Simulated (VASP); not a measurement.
# SnO2 (I4_1/amd) in VASP: notebook

SnO2 is run at these levels: LDA; tasks: relaxation of cell and atoms.

Everything below comes from runs of VASP 6.6.1. Logs are shortened: lines on timing, memory, paths and dates and some standing lists are left out, and cuts for length are marked.

### Step 1. The cell of the first run

Symmetry: I4_1/amd, No. 141, tetragonal system. The conventional cell has a = 4.000 Å, b = 4.000 Å, c = 10.247 Å, α = 90.00°, β = 90.00°, γ = 90.00°. Within 2.7 Å of Sn (site symmetry -4m2) lie 6 O at 2.06 to 2.09 Å. Within 2.7 Å of O (site symmetry 2mm) lie 3 Sn at 2.06 to 2.09 Å and 2 O at 2.57 Å.

### Step 2. Relaxation of cell and atoms, LDA, target pressure 4 GPa, at which the enthalpy is minimised

File INCAR:

```
SYSTEM = SnO2
PREC = Accurate
ENCUT = 600
EDIFF = 1E-7
ISMEAR = 0
SIGMA = 0.01
LREAL = .FALSE.
LASPH = .TRUE.
NELM = 120
ALGO = Normal
ISIF = 3
LWAVE = .FALSE.
LCHARG = .FALSE.
IBRION = 2
NSW = 80
EDIFFG = -0.01
PSTRESS = 40.0
GGA_COMPAT = .FALSE.
NELMIN = 4
```

File KPOINTS:

```
Automatic mesh
0
G
  8 8 8
  0 0 0
```

File POSCAR:

```
SnO2
1.0
   -2.0000685000      2.0000685000      5.1236790000
    2.0000685000     -2.0000685000      5.1236790000
    2.0000685000      2.0000685000     -5.1236790000
Sn O
2 4
Direct
    0.7500000000      0.2500000000      0.5000000000
    0.0000000000      1.0000000000      0.0000000000
    0.7965230000      0.7965230000      0.0000000000
    0.2034770000      0.2034770000      0.0000000000
   -0.0465230000      0.4534770000      0.5000000000
    0.5465230000      1.0465230000      0.5000000000
```

Potentials or basis: VASP PAW LDA potentials, release 64 (Sn_d, O).

Command:

```console
$ cat potpaw_LDA.64/Sn_d/POTCAR potpaw_LDA.64/O/POTCAR > POTCAR
$ mpirun -np 1 vasp_std > vasp.out
```

OUTCAR:

```text
SYSTEM = SnO2
   PREC = Accurate
   ENCUT = 600
   EDIFF = 1E-7
   ISMEAR = 0
   LREAL = .FALSE.
   LASPH = .TRUE.
   NELM = 120
   ISIF = 3
   IBRION = 2
   NSW = 80
   EDIFFG = -0.01
   PSTRESS = 40.0
   NELMIN = 4

 ion  position               nearest neighbor table
   1  0.750  0.250  0.500-   3 2.06   4 2.06   3 2.06   4 2.06   5 2.09   6 2.09   2 3.25   2 3.25
                             2 3.25   2 3.25
   2  0.000  0.000  0.000-   6 2.06   5 2.06   6 2.06   5 2.06   4 2.09   3 2.09   1 3.25   1 3.25
                             1 3.25   1 3.25
   3  0.797  0.797  0.000-   1 2.06   1 2.06   2 2.09
   4  0.203  0.203  0.000-   1 2.06   1 2.06   2 2.09
   5  0.953  0.453  0.500-   2 2.06   2 2.06   1 2.09
   6  0.547  0.047  0.500-   2 2.06   2 2.06   1 2.09

  LATTYP: Found a body centered tetragonal cell.
 ALAT       =     4.0001370000
 C/A-ratio  =     2.5617517600

  Lattice vectors:

 A1 = (  -2.0000685000,   2.0000685000,   5.1236790000)
 A2 = (   2.0000685000,  -2.0000685000,   5.1236790000)
 A3 = (   2.0000685000,   2.0000685000,  -5.1236790000)

Analysis of symmetry for initial positions (statically):
=====================================================================
 Subroutine PRICEL returns:
 Original cell was already a primitive cell.

 Routine SETGRP: Setting up the symmetry group for a
 body centered tetragonal supercell.

 Subroutine GETGRP returns: Found 16 space group operations
 (whereof  8 operations were pure point group operations)
 out of a pool of 16 trial point group operations.

The static configuration has the point symmetry D_2d.
 The point group associated with its full space group is D_4h.

Analysis of symmetry for dynamics (positions and initial velocities):
=====================================================================
 Subroutine PRICEL returns:
 Original cell was already a primitive cell.

 Routine SETGRP: Setting up the symmetry group for a
 body centered tetragonal supercell.

 Subroutine GETGRP returns: Found 16 space group operations
 (whereof  8 operations were pure point group operations)
 out of a pool of 16 trial point group operations.

The dynamic configuration has the point symmetry D_2d.
 The point group associated with its full space group is D_4h.

 Subroutine INISYM returns: Found 16 space group operations
 (whereof  8 operations are pure point group operations),
 and found     1 'primitive' translations

----------------------------------------------------------------------------------------

                                     Primitive cell

  volume of cell :      81.9845

  direct lattice vectors                    reciprocal lattice vectors
    -2.000068500  2.000068500  5.123679000     0.000000000  0.249991438  0.097586129
     2.000068500 -2.000068500  5.123679000     0.249991438  0.000000000  0.097586129
     2.000068500  2.000068500 -5.123679000     0.249991438  0.249991438  0.000000000

  length of vectors
     5.852575032  5.852575032  5.852575032     0.268363134  0.268363134  0.353541282

  position of ions in fractional coordinates (direct lattice)
     0.750000000  0.250000000  0.500000000
     0.000000000  0.000000000  0.000000000
     0.796523000  0.796523000  0.000000000
     0.203477000  0.203477000  0.000000000
     0.953477000  0.453477000  0.500000000
     0.546523000  0.046523000  0.500000000

  ion indices of the primitive-cell ions
   primitive index   ion index
                 1           1
                 2           2
                 3           3
                 4           4
                 5           5
                 6           6

----------------------------------------------------------------------------------------

 KPOINTS: Automatic mesh

Automatic generation of k-mesh.
 Grid dimensions read from file:
 generate k-points for:    8    8    8

 Generating k-lattice:

  Cartesian coordinates                     Fractional coordinates (reciprocal lattice)
     0.000000000  0.031248930  0.012198266     0.125000000 -0.000000000  0.000000000
     0.031248930  0.000000000  0.012198266    -0.000000000  0.125000000  0.000000000
     0.031248930  0.031248930  0.000000000     0.000000000  0.000000000  0.125000000

  Length of vectors
     0.033545392  0.033545392  0.044192660

  Shift w.r.t. Gamma in fractional coordinates (k-lattice)
     0.000000000  0.000000000  0.000000000

 Subroutine IBZKPT returns following result:
 ===========================================

 Found     59 irreducible k-points:

 Following reciprocal coordinates:
            Coordinates               Weight
  0.000000  0.000000  0.000000      1.000000
  0.125000  0.000000 -0.000000      8.000000
  0.250000  0.000000 -0.000000      8.000000
  0.375000  0.000000 -0.000000      8.000000
  0.500000  0.000000 -0.000000      4.000000
  0.125000  0.125000 -0.000000      8.000000
[... 16 lines left out ...]
  0.250000  0.125000  0.125000     16.000000
[... 10 lines left out ...]
 SYSTEM =  SnO2
   PREC   = accura    normal or accurate (medium, high low for compatibility)
   ISTART =      0    job   : 0-new  1-cont  2-samecut
   ICHARG =      2    charge: 1-file 2-atom 10-const
   ISPIN  =      1    spin polarized calculation?
   LNONCOLLINEAR =      F non collinear calculations
   LSORBIT =      F    spin-orbit coupling
   LASPH  =      T    aspherical Exc in radial PAW
   ENCUT  =  600.0 eV  44.10 Ry    6.64 a.u.  11.69 11.69 11.69*2*pi/ulx,y,z
   NELM   =    120;   NELMIN=  4; NELMDL= -5     # of ELM steps
   EDIFF  = 0.1E-06   stopping-criterion for ELM
   LREAL  =      F    real-space projection
   EDIFFG = -.1E-01   stopping-criterion for IOM
   NSW    =     80    number of steps for IOM
   IBRION =      2    ionic relax: 0-MD 1-quasi-New 2-CG
   NFREE  =      1    steps in history (QN), initial steepest desc. (CG)
   ISIF   =      3    stress and relaxation
   ISYM   =      2    0-nonsym 1-usesym 2-fastsym
   POTIM  = 0.5000    time-step for ionic-motion
   TEBEG  =    0.0;   TEEND  =   0.0 temperature during run
   PSTRESS=   40.0 pullay stress
   NELECT =      52.0000    total number of electrons
   NUPDOWN=      -1.0000    fix difference up-down
   EMIN   =  10.00;   EMAX   =-10.00  energy-range for DOS
   EFERMI =   0.00;   METHOD = LEGACY
   ISMEAR =     0;   SIGMA  =   0.01  broadening in eV -4-tet -1-fermi 0-gaus
   EFERMI_NEDOS =   21; number of points for ismear=-14 and -15
   IALGO  =     38    algorithm
   IMIX   =      4    mixing-type and parameters
     AMIX     =   0.40;   BMIX     =  1.00
     AMIX_MAG =   1.60;   BMIX_MAG =  1.00
  volume/ion in A,a.u.               =      13.66        92.21
  Fermi-wavevector in a.u.,A,eV,Ry     =   1.406583  2.658057 26.918801  1.978476
  Thomas-Fermi vector in A             =   2.528929
   LORBIT       =      0    0 simple, 1 ext, 2 COOP (PROOUT), +10 PAW based schemes
   GGA     = CA    functional components
   LHFCALC =     F    Hartree Fock is set to
   AEXX    =    0.0000 exact exchange contribution
   IVDW    =     0    specifies the selected vdW correction
   LEPSILON=     F    determine dielectric tensor
   LRPA    =     F    only Hartree local field effects (RPA)
 conjugate gradient relaxation of ions
 non-spin polarized calculation
 Gauss-broadening in eV      SIGMA  =   0.01
  energy-cutoff  :      600.00
  volume of cell :       81.98
 maximum number of plane-waves:      2770
   NGX = 23   NGY = 23   NGZ = 23

--------------------------------------- Ionic step        1  -------------------------------------------

 number of electron      52.0000007 magnetization

 Free energy of the ion-electron system (eV)
  ---------------------------------------------------
  ext. energy  EPLUGINS =         0.00000000
  ---------------------------------------------------
  free energy    TOTEN  =       -41.73480363 eV

  energy without entropy =      -41.73480363  energy(sigma->0) =      -41.73480363

------------------------ aborting loop because EDIFF is reached ----------------------------------------

  FORCE on cell =-STRESS in cart. coord.  units (eV):
  Direction    XX          YY          ZZ          XY          YZ          ZX
  --------------------------------------------------------------------------------------
  -------------------------------------------------------------------------------------
  Total       -1.4904714     -1.4904714     -1.9732207      0.0000000     -0.0000000      0.0000000
  in kB      -29.1274571    -29.1274571    -38.5615602      0.0000000     -0.0000000      0.0000000
  external PRESSURE =     -72.2721581 kB  Pullay stress =      40.0000000 kB
[... 321 lines left out ...]
  enthalpy is  TOTEN    =       -39.7614434723 eV   P V=        1.9691594794

--------------------------------------- Ionic step        9  -------------------------------------------

 number of electron      52.0000000 magnetization

 Free energy of the ion-electron system (eV)
  ---------------------------------------------------
  ext. energy  EPLUGINS =         0.00000000
  ---------------------------------------------------
  free energy    TOTEN  =       -41.72840624 eV

  energy without entropy =      -41.72840624  energy(sigma->0) =      -41.72840624

 E-fermi :   4.2891     XC(G=0): -11.0706

 val. band max:        4.1696653674   @ k =   0.2500   0.2500   0.2500
 cond. band min:       6.0927413021   @ k =   0.0000   0.0000   0.0000
 fundamental gap:      1.9230759347
 Fermi energy:         4.2891089915

 k-point     1 :       0.0000    0.0000    0.0000
  band No.  band energies     occupation
      1     -16.1803      2.00000
      2     -16.1600      2.00000
      3     -16.0041      2.00000
      4     -15.3788      2.00000
      5     -15.2514      2.00000
      6     -15.2514      2.00000
[... 805 lines left out ...]
     30      12.5668      0.00000
     31      13.6111      0.00000

 [... further k-points ...]

------------------------ aborting loop because EDIFF is reached ----------------------------------------

  FORCE on cell =-STRESS in cart. coord.  units (eV):
  Direction    XX          YY          ZZ          XY          YZ          ZX
  --------------------------------------------------------------------------------------
  -------------------------------------------------------------------------------------
  Total        1.9240814      1.9240814      1.9175692      0.0000000      0.0000000      0.0000000
  in kB       39.1308412     39.1308412     38.9983997      0.0000000      0.0000000      0.0000000
  external PRESSURE =      -0.9133060 kB  Pullay stress =      40.0000000 kB
[... 21 lines left out ...]
  FREE ENERGIE OF THE ION-ELECTRON SYSTEM (eV)
  ---------------------------------------------------
  free  energy   TOTEN  =       -41.7284062383 eV

  energy  without entropy=      -41.7284062383  energy(sigma->0) =      -41.72840624

  enthalpy is  TOTEN    =       -39.7615879116 eV   P V=        1.9668183267

 reached required accuracy - stopping structural energy minimisation
```

Run time: 17 min. Hardware: 1 thread of Intel Xeon 6975P-C (Granite Rapids), shared host; peak memory 0.36 GiB.

Results:

```yaml
Free_energy: -41.7284 eV
Relaxed_volume: 13.13 Å³/atom
Relaxed_cell: a = 5.765 Å, b = 5.765 Å, c = 5.765 Å, α = 139.91°, β = 139.91°, γ = 58.00°
Space_group_after_relaxing_to_0.1_Å: I4_1/amd (No. 141)
Energy_change_on_relaxing_the_run_minimises_the_enthalpy: +1.1 meV/atom
Ionic_steps: 9
Pressure_after_relaxing: 3.9 GPa
Band_gap_on_the_k_mesh: 1.92 eV (least direct gap 2.37 eV)
```

Forces on the atoms (eV/Å):
```
Sn   0.000  0.000  0.000
Sn   0.000  0.000  0.000
O    0.000  0.000 -0.003
O    0.000  0.000  0.003
O    0.000  0.000  0.003
O    0.000  0.000 -0.003
```

Step by step:
```
step  energy change (eV)  largest force (eV/Å)  pressure (GPa)  volume (Å³)
   1              0.0000                0.1594           -3.23        81.98
   2              0.2711                0.6783           16.74        74.89
   3              0.0024                0.1373            3.75        79.07
   4              0.0038                0.1438            3.90        79.01
   5              0.0071                0.0094            4.06        78.79
   6              0.0063                0.0272            4.03        78.82
   7              0.0057                0.0190            3.95        78.83
   8              0.0042                0.0058            3.69        78.87
   9              0.0064                0.0028            3.91        78.78
```

Final structure:
```cif
data_structure
_symmetry_space_group_name_H-M 'P 1'
_symmetry_Int_Tables_number 1
_cell_length_a 5.7653
_cell_length_b 5.7653
_cell_length_c 5.7653
_cell_angle_alpha 139.905
_cell_angle_beta 139.905
_cell_angle_gamma 57.997
_cell_volume 78.78
loop_
_atom_site_label
_atom_site_type_symbol
_atom_site_fract_x
_atom_site_fract_y
_atom_site_fract_z
_atom_site_occupancy
Sn1 Sn 0.75000 0.25000 0.50000 1
Sn2 Sn 0.00000 0.00000 0.00000 1
O1 O 0.79565 0.79565 0.00000 1
O2 O 0.20435 0.20435 0.00000 1
O3 O 0.95435 0.45435 0.50000 1
O4 O 0.54565 0.04565 0.50000 1
```

Caveat: the cell is relaxed towards a set pressure, so the run minimises the enthalpy, not the energy; spin-orbit coupling is left out, which moves the levels of the heavy elements. A k mesh can miss the band edges.

### Step 3. Relaxation of cell and atoms, LDA, target pressure 6 GPa, at which the enthalpy is minimised

File INCAR:

```
SYSTEM = SnO2
ALGO = Normal
EDIFF = 1E-7
EDIFFG = -0.01
ENCUT = 600
GGA = CA
GGA_COMPAT = .FALSE.
IBRION = 2
ISIF = 3
ISMEAR = 0
LASPH = .TRUE.
LCHARG = .FALSE.
LREAL = .FALSE.
LWAVE = .FALSE.
NELM = 120
NELMIN = 4
NSW = 80
PREC = Accurate
PSTRESS = 60.0
SIGMA = 0.01
```

File KPOINTS:

```
k-points
0
G
  8 8 8
  0 0 0
```

POSCAR is that of step 2.

Potentials or basis: VASP PAW LDA potentials, release 64 (Sn_d, O).

Command:

```console
$ cat potpaw_LDA.64/Sn_d/POTCAR potpaw_LDA.64/O/POTCAR > POTCAR
$ mpirun -np 1 vasp_std > vasp.out
```

Wall time 19 min (1 thread of Intel Xeon 6975P-C (Granite Rapids), shared host); peak memory 0.37 GiB.

It converged, with:

```
Free energy                                                : -41.7005 eV
Relaxed volume                                             : 12.98 Å³/atom
Relaxed cell                                               : a = 5.733 Å, b = 5.733 Å, c = 5.733 Å, α = 139.78°, β = 139.78°, γ = 58.19°
Space group after relaxing (to 0.1 Å)                      : I4_1/amd (No. 141)
Energy change on relaxing (the run minimises the enthalpy) : +5.7 meV/atom
Ionic steps                                                : 11
Pressure after relaxing                                    : 6.0 GPa
Largest force after relaxing                               : 0.003 eV/Å
Band gap on the k mesh                                     : 2.02 eV (least direct gap 2.50 eV)
```

Forces on the atoms (eV/Å):
```
Sn   0.000  0.000  0.000
Sn   0.000  0.000  0.000
O    0.000  0.000 -0.003
O    0.000  0.000  0.003
O    0.000  0.000  0.003
O    0.000  0.000 -0.003
```

The path:
| step | energy change (eV) | largest force (eV/Å) | pressure (GPa) | volume (Å³) |
| --- | --- | --- | --- | --- |
| 1 | 0.0000 | 0.1594 | -3.23 | 81.98 |
| 2 | 0.5095 | 0.9052 | 23.84 | 73.00 |
| 3 | 0.0234 | 0.1991 | 5.66 | 78.35 |
| 4 | 0.0260 | 0.2071 | 5.85 | 78.27 |
| 5 | 0.0326 | 0.0128 | 6.05 | 77.98 |
| 6 | 0.0310 | 0.0400 | 6.01 | 78.03 |
| 7 | 0.0308 | 0.0315 | 5.97 | 78.01 |
| 8 | 0.0314 | 0.0070 | 5.87 | 77.95 |
| 9 | 0.0321 | 0.0013 | 5.83 | 77.93 |
| 10 | 0.0417 | 0.0196 | 6.49 | 77.68 |
| 11 | 0.0343 | 0.0034 | 6.01 | 77.87 |

Final structure:
```cif
data_structure
_symmetry_space_group_name_H-M 'P 1'
_symmetry_Int_Tables_number 1
_cell_length_a 5.7332
_cell_length_b 5.7332
_cell_length_c 5.7332
_cell_angle_alpha 139.778
_cell_angle_beta 139.778
_cell_angle_gamma 58.191
_cell_volume 77.87
loop_
_atom_site_label
_atom_site_type_symbol
_atom_site_fract_x
_atom_site_fract_y
_atom_site_fract_z
_atom_site_occupancy
Sn1 Sn 0.75000 0.25000 0.50000 1
Sn2 Sn 0.00000 0.00000 0.00000 1
O1 O 0.79484 0.79484 0.00000 1
O2 O 0.20516 0.20516 0.00000 1
O3 O 0.95516 0.45516 0.50000 1
O4 O 0.54484 0.04484 0.50000 1
```

Levels at points of the mesh, in eV from the valence-band top:
```tsv
k point	band 23	band 24	band 25	band 26	band 27	band 28	band 29	band 30
(0.00, 0.00, 0.00)	-0.74	-0.74	-0.48	-0.48	2.02	5.84	9.24	9.94
(0.50, 0.00, 0.00)	-0.87	-0.83	-0.66	-0.42	5.39	6.53	8.02	8.79
(0.50, 0.50, 0.00)	-0.84	-0.84	-0.05	-0.05	7.75	7.75	7.77	7.77
(0.50, 0.50, 0.50)	-1.09	-1.09	-0.36	-0.36	4.59	4.59	7.57	7.57
```

Caveat: the cell is relaxed towards a set pressure, so the run minimises the enthalpy, not the energy; spin-orbit coupling is left out, which moves the levels of the heavy elements. A k mesh can miss the band edges.

### Step 4. Relaxation of cell and atoms, LDA, target pressure 8 GPa, at which the enthalpy is minimised

File INCAR:

```
PREC = Accurate ; ENCUT = 600
EDIFF = 1E-7 ; ISMEAR = 0
SIGMA = 0.01 ; LREAL = False
LASPH = True ; NELM = 120
ALGO = Normal ; ISIF = 3
LWAVE = False ; LCHARG = False
IBRION = 2 ; NSW = 80
EDIFFG = -0.01 ; PSTRESS = 80.0
GGA_COMPAT = False ; NELMIN = 4
```

File KPOINTS:

```
regular mesh
0
Gamma
  8 8 8
```

POSCAR is that of step 3.

Command:

```console
$ cat potpaw_LDA.64/Sn_d/POTCAR potpaw_LDA.64/O/POTCAR > POTCAR
$ mpirun -np 1 vasp_std > vasp.out
```

Run time: 25 min. Hardware: 1 thread of Intel Xeon 6975P-C (Granite Rapids), shared host; peak memory 0.39 GiB.

Results (log left out):

| Property | Result |
| --- | --- |
| Free energy | -41.6644 eV |
| Relaxed volume | 12.84 Å³/atom |
| Relaxed cell | a = 5.703 Å, b = 5.703 Å, c = 5.703 Å, α = 139.66°, β = 139.66°, γ = 58.38° |
| Space group after relaxing (to 0.1 Å) | I4_1/amd (No. 141) |
| Energy change on relaxing (the run minimises the enthalpy) | +11.7 meV/atom |
| Ionic steps | 11 |
| Pressure after relaxing | 8.0 GPa |
| Band gap on the k mesh | 2.12 eV (least direct gap 2.63 eV) |

The path:
```csv
step,energy change (eV),largest force (eV/Å),pressure (GPa),volume (Å³)
1,0.0000,0.1594,-3.23,81.98
2,0.8310,1.1508,31.80,71.14
3,0.0510,0.2588,7.54,77.67
4,0.0555,0.2690,7.79,77.58
5,0.0662,0.0134,8.03,77.23
6,0.0632,0.0522,7.98,77.28
7,0.0644,0.0436,8.01,77.23
8,0.0699,0.0222,8.13,77.06
9,0.0731,0.0140,8.17,76.99
10,0.0621,0.0386,7.41,77.22
11,0.0704,0.0019,7.98,77.05
```

Final structure:
```
CELL_PARAMETERS angstrom
-1.96681 1.96681 4.97924
1.96681 -1.96681 4.97924
1.96681 1.96681 -4.97924
ATOMIC_POSITIONS crystal
Sn 0.75000 0.25000 0.50000
Sn 0.00000 0.00000 0.00000
O 0.79405 0.79405 0.00000
O 0.20595 0.20595 0.00000
O 0.95595 0.45595 0.50000
O 0.54405 0.04405 0.50000
```

Levels at points of the mesh, in eV from the valence-band top:
```csv
k point,band 24,band 25,band 26,band 27,band 28,band 29
"(0.00, 0.00, 0.00)",-0.75,-0.51,-0.51,2.12,5.89,9.29
"(0.50, 0.00, 0.00)",-0.85,-0.69,-0.43,5.50,6.61,8.08
"(0.50, 0.50, 0.00)",-0.84,-0.05,-0.05,7.78,7.78,7.89
"(0.50, 0.50, 0.50)",-1.10,-0.39,-0.39,4.66,4.66,7.63
```

Caveat: the cell is relaxed towards a set pressure, so the run minimises the enthalpy, not the energy; spin-orbit coupling is left out, which moves the levels of the heavy elements. A k mesh can miss the band edges.

### Step 5. The runs side by side

```tsv
cell	gap on the mesh (eV)	pressure (GPa)
relaxed to 4 GPa	1.92	3.9
relaxed to 6 GPa	2.02	6.0
relaxed to 8 GPa	2.12	8.0
```

Alike in all rows: task relaxation of cell and atoms; level LDA; potentials or basis VASP PAW LDA potentials, release 64 (Sn_d, O); no spin polarisation; k mesh 8 × 8 × 8; cutoff (eV) 600; smearing gaussian 0.01 eV.

Caveats: the cell is relaxed towards a set pressure, so the run minimises the enthalpy, not the energy; spin-orbit coupling is left out, which moves the levels of the heavy elements.

Total energies depend on the potentials used, so only differences within one code and one set of settings carry meaning.
